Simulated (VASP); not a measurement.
# Ir4F in VASP: a series of runs

Ir4F is run at these levels: PBE; tasks: single point.

All numbers are computed with VASP 6.6.1; they aren't measurements. Logs are shortened: lines on timing, memory, paths and dates and some standing lists are left out, and cuts for length are marked.

## 1. The cell of the first run

The cell holds a slab with vacuum, 5 atoms: a = 2.737 Å, b = 3.870 Å, c = 19.460 Å, α = 90.00°, β = 90.00°, γ = 90.00°.

## 2. Single point, PBE

INCAR

```
PREC = Accurate
ENCUT = 520
EDIFF = 1E-7
ISMEAR = 0
SIGMA = 0.1
LREAL = False
LASPH = True
NELM = 80
ALGO = Normal
ISIF = 2
LWAVE = False
LCHARG = False
LDIPOL = True
IDIPOL = 3
DIPOL = 0.5 0.5 0.348
GGA = PE
NBANDS = 30
```

KPOINTS

```
regular mesh
0
Gamma
  10 7 1
```

POSCAR

```
Ir4F
1.0
    2.7367600872      0.0000000000      0.0000000000
    0.0000000000      3.8703632323      0.0000000000
    0.0000000000      0.0000000000     19.4599433740
Ir F
4 1
Direct
    0.5000000000      0.5000000000      0.2055504440
    0.0000000000      0.0000000000      0.2758682253
    0.5000000000      0.5000000000      0.3454282602
    0.0000000000      0.0000000000      0.4090424736
    0.0000000000      0.1250000000      0.5029738831
```

Potentials or basis: VASP PAW PBE potentials, release 64 (Ir, F).

Launch:

```console
cat potpaw_PBE.64/Ir/POTCAR potpaw_PBE.64/F/POTCAR > POTCAR
mpirun -np 1 vasp_std > vasp.out
```

OUTCAR:

```text
PREC = Accurate
   ENCUT = 520
   EDIFF = 1E-7
   ISMEAR = 0
   LREAL = False
   LASPH = True
   NELM = 80
   ISIF = 2
   GGA = PE

 ion  position               nearest neighbor table
   1  0.500  0.500  0.206-   3 2.72   2 2.74   2 2.74   2 2.74   2 2.74
   2  0.000  0.000  0.276-   4 2.59   3 2.73   3 2.73   3 2.73   3 2.73   1 2.74   1 2.74   1 2.74
                             1 2.74
   3  0.500  0.500  0.345-   4 2.67   4 2.67   4 2.67   4 2.67   1 2.72   2 2.73   2 2.73   2 2.73
                             2 2.73
   4  0.000  0.000  0.409-   5 1.89   2 2.59   3 2.67   3 2.67   3 2.67   3 2.67
   5  0.000  0.125  0.503-   4 1.89

  LATTYP: Found a simple orthorhombic cell.
 ALAT       =     2.7367600872
 B/A-ratio  =     1.4142135624
 C/A-ratio  =     7.1105770159

  Lattice vectors:

 A1 = (   2.7367600872,   0.0000000000,   0.0000000000)
 A2 = (   0.0000000000,   3.8703632323,   0.0000000000)
 A3 = (   0.0000000000,   0.0000000000,  19.4599433740)

Analysis of symmetry for initial positions (statically):
=====================================================================
 Subroutine PRICEL returns:
 Original cell was already a primitive cell.

 Routine SETGRP: Setting up the symmetry group for a
 simple orthorhombic supercell.

 Subroutine GETGRP returns: Found  2 space group operations
 (whereof  2 operations were pure point group operations)
 out of a pool of  8 trial point group operations.

The static configuration has the point symmetry C_1h.

Analysis of symmetry for dynamics (positions and initial velocities):
=====================================================================
 Subroutine PRICEL returns:
 Original cell was already a primitive cell.

 Routine SETGRP: Setting up the symmetry group for a
 simple orthorhombic supercell.

 Subroutine GETGRP returns: Found  2 space group operations
 (whereof  2 operations were pure point group operations)
 out of a pool of  8 trial point group operations.

The dynamic configuration has the point symmetry C_1h.

 Subroutine INISYM returns: Found  2 space group operations
 (whereof  2 operations are pure point group operations),
 and found     1 'primitive' translations

----------------------------------------------------------------------------------------

                                     Primitive cell

  volume of cell :     206.1247

  direct lattice vectors                    reciprocal lattice vectors
     2.736760087  0.000000000  0.000000000     0.365395566  0.000000000  0.000000000
     0.000000000  3.870363232  0.000000000     0.000000000  0.258373682  0.000000000
     0.000000000  0.000000000 19.459943374     0.000000000  0.000000000  0.051387611

  length of vectors
     2.736760087  3.870363232 19.459943374     0.365395566  0.258373682  0.051387611

  position of ions in fractional coordinates (direct lattice)
     0.500000000  0.500000000  0.205550444
     0.000000000  0.000000000  0.275868225
     0.500000000  0.500000000  0.345428260
     0.000000000  0.000000000  0.409042474
     0.000000000  0.125000000  0.502973883

  ion indices of the primitive-cell ions
   primitive index   ion index
                 1           1
                 2           2
                 3           3
                 4           4
                 5           5

----------------------------------------------------------------------------------------

 KPOINTS: regular mesh

Automatic generation of k-mesh.
 Grid dimensions read from file:
 generate k-points for:   10    7    1

 Generating k-lattice:

  Cartesian coordinates                     Fractional coordinates (reciprocal lattice)
     0.036539557  0.000000000  0.000000000     0.100000000  0.000000000  0.000000000
     0.000000000  0.036910526  0.000000000     0.000000000  0.142857143  0.000000000
     0.000000000  0.000000000  0.051387611     0.000000000  0.000000000  1.000000000

  Length of vectors
     0.036539557  0.036910526  0.051387611

  Shift w.r.t. Gamma in fractional coordinates (k-lattice)
     0.000000000  0.000000000  0.000000000

 Subroutine IBZKPT returns following result:
 ===========================================

 Found     24 irreducible k-points:

 Following reciprocal coordinates:
            Coordinates               Weight
  0.000000  0.000000  0.000000      1.000000
  0.100000  0.000000  0.000000      2.000000
  0.200000  0.000000  0.000000      2.000000
  0.300000  0.000000  0.000000      2.000000
  0.400000  0.000000  0.000000      2.000000
  0.500000  0.000000  0.000000      1.000000
[... 16 lines left out ...]
  0.400000  0.428571  0.000000      4.000000
  0.500000  0.428571  0.000000      2.000000
   k-points           NKPTS =     24   k-points in BZ     NKDIM =     24   number of bands    NBANDS=     30
   number of dos      NEDOS =    301   number of ions     NIONS =      5
   total plane-waves  NPLWV =  90000
   dimension x,y,z NGX =    20 NGY =   30 NGZ =  150
   dimension x,y,z NGXF=    40 NGYF=   60 NGZF=  300
   ions per type =               4   1
   NGX,Y,Z   is equivalent  to a cutoff of  12.15, 12.89, 12.81 a.u.
   NGXF,Y,Z  is equivalent  to a cutoff of  24.30, 25.77, 25.63 a.u.
 SYSTEM =  unknown system
   PREC   = accura    normal or accurate (medium, high low for compatibility)
   ISTART =      0    job   : 0-new  1-cont  2-samecut
   ICHARG =      2    charge: 1-file 2-atom 10-const
   ISPIN  =      1    spin polarized calculation?
   LNONCOLLINEAR =      F non collinear calculations
   LSORBIT =      F    spin-orbit coupling
   LASPH  =      T    aspherical Exc in radial PAW
   ENCUT  =  520.0 eV  38.22 Ry    6.18 a.u.   5.09  7.20 36.18*2*pi/ulx,y,z
   NELM   =     80;   NELMIN=  2; NELMDL= -5     # of ELM steps
   EDIFF  = 0.1E-06   stopping-criterion for ELM
   LREAL  =      F    real-space projection
   EDIFFG = 0.1E-05   stopping-criterion for IOM
   NSW    =      0    number of steps for IOM
   IBRION =     -1    ionic relax: 0-MD 1-quasi-New 2-CG
   NFREE  =      0    steps in history (QN), initial steepest desc. (CG)
   ISIF   =      2    stress and relaxation
   ISYM   =      2    0-nonsym 1-usesym 2-fastsym
   POTIM  = 0.5000    time-step for ionic-motion
   TEBEG  =    0.0;   TEEND  =   0.0 temperature during run
   PSTRESS=    0.0 pullay stress
   NELECT =      43.0000    total number of electrons
   NUPDOWN=      -1.0000    fix difference up-down
   EMIN   =  10.00;   EMAX   =-10.00  energy-range for DOS
   EFERMI =   0.00;   METHOD = LEGACY
   ISMEAR =     0;   SIGMA  =   0.10  broadening in eV -4-tet -1-fermi 0-gaus
   EFERMI_NEDOS =   21; number of points for ismear=-14 and -15
   IALGO  =     38    algorithm
   IMIX   =      4    mixing-type and parameters
     AMIX     =   0.40;   BMIX     =  1.00
     AMIX_MAG =   1.60;   BMIX_MAG =  1.00
  volume/ion in A,a.u.               =      41.22       278.20
  Fermi-wavevector in a.u.,A,eV,Ry     =   0.970929  1.834790 12.826265  0.942704
  Thomas-Fermi vector in A             =   2.101105
   LORBIT       =      0    0 simple, 1 ext, 2 COOP (PROOUT), +10 PAW based schemes
   GGA     = PE    functional components
   LHFCALC =     F    Hartree Fock is set to
   AEXX    =    0.0000 exact exchange contribution
   IVDW    =     0    specifies the selected vdW correction
   LEPSILON=     F    determine dielectric tensor
   LRPA    =     F    only Hartree local field effects (RPA)
 non-spin polarized calculation
 Gauss-broadening in eV      SIGMA  =   0.10
  energy-cutoff  :      520.00
  volume of cell :      206.12
 maximum number of plane-waves:      5602
   NGX = 11   NGY = 15   NGZ = 73

 number of electron      42.9999996 magnetization

 dipolmoment           0.000000      0.000000      0.165917 electrons x Angstroem

 Free energy of the ion-electron system (eV)
  ---------------------------------------------------
  ext. energy  EPLUGINS =         0.00000000
  ---------------------------------------------------
  free energy    TOTEN  =       -35.93240079 eV

  energy without entropy =      -35.89831880  energy(sigma->0) =      -35.91535979

 E-fermi :  -1.5697     XC(G=0):  -5.3349

 val. band max:       -1.5780580040   @ k =   0.2000   0.1429   0.0000
 cond. band min:      -1.5487134190   @ k =   0.4000   0.1429   0.0000
 fundamental gap:      0.0293445850
 Fermi energy:        -1.5697447555

 k-point     1 :       0.0000    0.0000    0.0000
  band No.  band energies     occupation
      1     -24.3722      2.00000
      2     -11.1568      2.00000
      3      -8.5561      2.00000
      4      -8.4197      2.00000
      5      -7.7778      2.00000
      6      -7.0127      2.00000
[... 22 lines left out ...]
     29       3.4359      0.00000
     30       4.1709      0.00000

 k-point     2 :       0.1000    0.0000    0.0000
  band No.  band energies     occupation
      1     -24.3500      2.00000
      2     -10.8854      2.00000
      3      -8.3945      2.00000
      4      -8.1500      2.00000
      5      -7.6240      2.00000
      6      -6.8707      2.00000
[... 22 lines left out ...]
     29       3.8768      0.00000
     30       4.4761      0.00000

 k-point     3 :       0.2000    0.0000    0.0000
  band No.  band energies     occupation
      1     -24.2915      2.00000
      2     -10.1619      2.00000
      3      -8.1488      2.00000
      4      -7.5965      2.00000
      5      -7.2412      2.00000
      6      -7.0650      2.00000
[... 22 lines left out ...]
     29       5.0151      0.00000
     30       5.7948      0.00000

 k-point     4 :       0.3000    0.0000    0.0000
  band No.  band energies     occupation
      1     -24.2178      2.00000
      2      -9.2959      2.00000
      3      -8.0572      2.00000
      4      -7.7966      2.00000
      5      -7.3340      2.00000
      6      -7.1837      2.00000
[... 616 lines left out ...]
     29       4.6589      0.00000
     30       6.1723      0.00000

 k-point    23 :       0.4000    0.4286    0.0000
  band No.  band energies     occupation
      1     -24.1499      2.00000
      2      -8.5656      2.00000
      3      -8.0871      2.00000
      4      -7.3226      2.00000
      5      -7.0088      2.00000
      6      -6.6699      2.00000
[... 22 lines left out ...]
     29       5.9606      0.00000
     30       6.1658      0.00000

 k-point    24 :       0.5000    0.4286    0.0000
  band No.  band energies     occupation
      1     -24.1267      2.00000
      2      -8.6386      2.00000
      3      -8.2106      2.00000
      4      -7.4631      2.00000
      5      -7.0219      2.00000
      6      -6.7217      2.00000
[... 22 lines left out ...]
     29       5.1734      0.00000
     30       5.6322      0.00000

------------------------ aborting loop because EDIFF is reached ----------------------------------------

 vacuum level on the upper side and lower side of the slab       (xc-potential included)         1.371        -1.388

  FORCE on cell =-STRESS in cart. coord.  units (eV):
  Direction    XX          YY          ZZ          XY          YZ          ZX
  --------------------------------------------------------------------------------------
  -------------------------------------------------------------------------------------
  Total       -5.4928211     -4.1992693      0.6814190      0.0000000     -0.1477020      0.0000000
  in kB      -42.6949012    -32.6403108      5.2965708      0.0000000     -1.1480662      0.0000000
  external PRESSURE =     -23.3462137 kB  Pullay stress =       0.0000000 kB

 VOLUME and BASIS-vectors are now :
 -----------------------------------------------------------------------------
  energy-cutoff  :      520.00
  volume of cell :      206.12
      direct lattice vectors                 reciprocal lattice vectors
     2.736760087  0.000000000  0.000000000     0.365395566  0.000000000  0.000000000
     0.000000000  3.870363232  0.000000000     0.000000000  0.258373682  0.000000000
     0.000000000  0.000000000 19.459943374     0.000000000  0.000000000  0.051387611

 POSITION                                       TOTAL-FORCE (eV/Angst)
 -----------------------------------------------------------------------------------
      1.36838      1.93518      4.00000         0.000000      0.022153      0.909490
      0.00000      0.00000      5.36838         0.000000     -0.208581     -1.442400
      1.36838      1.93518      6.72201         0.000000      0.454709     -0.081660
      0.00000      0.00000      7.95994         0.000000     -0.247453      0.333957
      0.00000      0.48380      9.78784         0.000000     -0.020829      0.280613
 -----------------------------------------------------------------------------------
    total drift:                               -0.000000      0.000008      0.000087

  FREE ENERGIE OF THE ION-ELECTRON SYSTEM (eV)
  ---------------------------------------------------
  free  energy   TOTEN  =       -35.9324007911 eV

  energy  without entropy=      -35.8983187964  energy(sigma->0) =      -35.91535979

 vacuum level on the upper side and lower side of the slab         6.286         3.452
```

It took 4.1 min on 1 thread of Intel Xeon Platinum 8488C (Sapphire Rapids), shared host; peak memory 0.35 GiB.

Results:

| Property | Result |
| --- | --- |
| Free energy | -35.9324 eV |
| Largest force | 1.457 eV/Å |
| Band gap on the k mesh | zero (an odd number of electrons rules out a gap without spin polarisation) |

Forces on the atoms (eV/Å):
```
Ir   0.000  0.022  0.909
Ir   0.000 -0.209 -1.442
Ir   0.000  0.455 -0.082
Ir   0.000 -0.247  0.334
F    0.000 -0.021  0.281
```

Levels at points of the mesh, in eV from the Fermi level:
| k point | band 18 | band 19 | band 20 | band 21 | band 22 | band 23 | band 24 | band 25 | band 26 | band 27 |
| --- | --- | --- | --- | --- | --- | --- | --- | --- | --- | --- |
| (0.00, 0.00, 0.00) | -1.64 | -1.53 | -0.99 | -0.37 | -0.10 | 0.16 | 0.26 | 0.58 | 1.33 | 3.06 |
| (0.50, 0.00, 0.00) | -0.19 | -0.07 | 0.45 | 0.50 | 0.90 | 1.10 | 1.31 | 2.94 | 3.03 | 3.08 |

Caveat: spin-orbit coupling is left out, which moves the levels of the heavy elements; an odd number of electrons without spin polarisation forces a metal; a magnetic or distorted state may lie lower.

(Part 1 of 2 ends here.)
